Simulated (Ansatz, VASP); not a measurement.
One calculation of Ti, two programs

INCAR

```
PREC = Accurate
ENCUT = 520
EDIFF = 1E-6
ISMEAR = -1
SIGMA = 0.1
LREAL = F
LASPH = T
NELM = 100
ALGO = Normal
ISIF = 2
LWAVE = F
LCHARG = T
GGA = B5
ALDAX = 1.0
AGGAX = 1.0
AGGAC = 1.0
ALDAC = 0.0
LELF = T
LVHAR = T
NBANDS = 32
```

The input KPOINTS:

```
regular mesh
0
Gamma
  14 14 4
```

Contents of POSCAR:

```
Ti
1.0
    2.9163902638      0.0000000000      0.0000000000
   -1.4581951319      2.5256680558      0.0000000000
    0.0000000000      0.0000000000      9.3313766440
Ti
4
Direct
    1.0000000000      0.0000000000      0.0000000000
    1.0000000000      1.0000000000      0.5000000000
    0.3333333333      0.6666666667      0.2500000000
    0.6666666667      0.3333333333      0.7500000000
```

Input for Ansatz:

```yaml
crystal:
  lattice:
    - [2.9163902638, 0.0, 0.0]
    - [-1.4581951319, 2.5256680558, 0.0]
    - [0.0, 0.0, 9.331376644]
  atoms:
    - { symbol: Ti, position: [1.0, 0.0, 0.0] }
    - { symbol: Ti, position: [1.0, 1.0, 0.5] }
    - { symbol: Ti, position: [0.3333333333, 0.6666666667, 0.25] }
    - { symbol: Ti, position: [0.6666666667, 0.3333333333, 0.75] }
hamiltonian:
  xc: blyp
  pseudopotentials:
    kind: paw
    azcp:
      Ti: "pseudopotentials/Ti.paw.azcp"
basis:
  ecutwfc: 420
  fft_grid_basis: typed
kpoints:
  mp_grid: { grid: [14, 14, 4], shift: [0, 0, 0] }
magnetization:
  spin_polarized: false
scf:
  occupations: { method: fermi_dirac, width: 0.1 }
  lower_state_search: "off"
output:
  stress: true
```

Alike in both runs: task single point; functional BLYP; k mesh 14 × 14 × 4; occupations fermi-dirac, width 0.1 eV; no spin polarisation.

|  | VASP | Ansatz |
| --- | --- | --- |
| version | VASP 6.6.1 | Ansatz 0.2.0 |
| potentials or method | VASP PAW PBE potentials, release 64 (Ti_sv), cutoff 520 eV | plane waves (420 eV) with PAW, scalar-relativistic |
| valence electrons in the cell | 48 | 48 |

```tsv
	VASP	Ansatz	Ansatz less VASP
pressure (GPa)	4.5	4.5	+0.08
```

VASP's potentials were made for PBE, not for BLYP.
